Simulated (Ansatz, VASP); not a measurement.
Mg: VASP beside Ansatz

The input INCAR:

```
PREC = Accurate
ENCUT = 600
EDIFF = 1E-6
ISMEAR = -1
SIGMA = 0.05
LREAL = False
LASPH = True
NELM = 60
ALGO = Normal
ISIF = 3
LWAVE = False
LCHARG = False
GGA = PE
IVDW = 12
IBRION = 2
NSW = 60
EDIFFG = -0.01
```

Contents of KPOINTS:

```
Automatic mesh
0
Gamma
  10 10 3
```

Contents of POSCAR:

```
Mg
1.0
    3.1768261656      0.0000000000      0.0000000000
   -1.5884130828      2.7512121628      0.0000000000
    0.0000000000      0.0000000000     10.3188620100
Mg
4
Direct
    0.6666666667      0.3333333333      0.7500000000
    0.0000000000      0.0000000000      0.5000000000
    0.3333333333      0.6666666667      0.2500000000
    0.0000000000      0.0000000000      0.0000000000
```

input.yaml

```yaml
crystal:
  lattice:
    - [3.1768261656, 0.0, 0.0]
    - [-1.5884130828, 2.7512121628, 0.0]
    - [0.0, 0.0, 10.31886201]
  atoms:
    - { symbol: Mg, position: [0.6666666667, 0.3333333333, 0.75] }
    - { symbol: Mg, position: [0.0, 0.0, 0.5] }
    - { symbol: Mg, position: [0.3333333333, 0.6666666667, 0.25] }
    - { symbol: Mg, position: [0.0, 0.0, 0.0] }
hamiltonian:
  xc: pbe
  pseudopotentials: { kind: paw }
  dispersion: d3bj
kpoints:
  mp_grid: { grid: [10, 10, 3] }
scf:
  occupations: { method: fermi_dirac, width: 0.05 }
output:
  forces: true
  stress: true
relax:
  f_tol: 0.01
  max_steps: 40
  cell: { stress_tol: 0.05 }
```

Alike in both runs: task relaxation of cell and atoms; functional PBE; dispersion D3(BJ); k mesh 10 × 10 × 3; occupations fermi-dirac, width 0.05 eV; no spin polarisation.

|  | VASP | Ansatz |
| --- | --- | --- |
| version | VASP 6.6.1 | Ansatz 0.2.0 |
| potentials or method | VASP PAW PBE potentials, release 64 (Mg) | Ansatz PAW |
| plane-wave cutoff (eV) | 600 | 420 |
| valence electrons in the cell | 8 | 40 |

```csv
,VASP,Ansatz,Ansatz less VASP
relaxed volume (Å³/atom),21.77,21.86,+0.092
relaxed cell length with the largest relative difference (Å),3.124,3.129,+0.0045
```

VASP's potentials hold 8 valence electrons a cell and Ansatz's 40, so a difference there can come from the potentials and not from the codes.

Noted on Ansatz's run: the plane-wave basis is chosen anew once the cell has moved, so the energies of steps on either side of that aren't comparable.
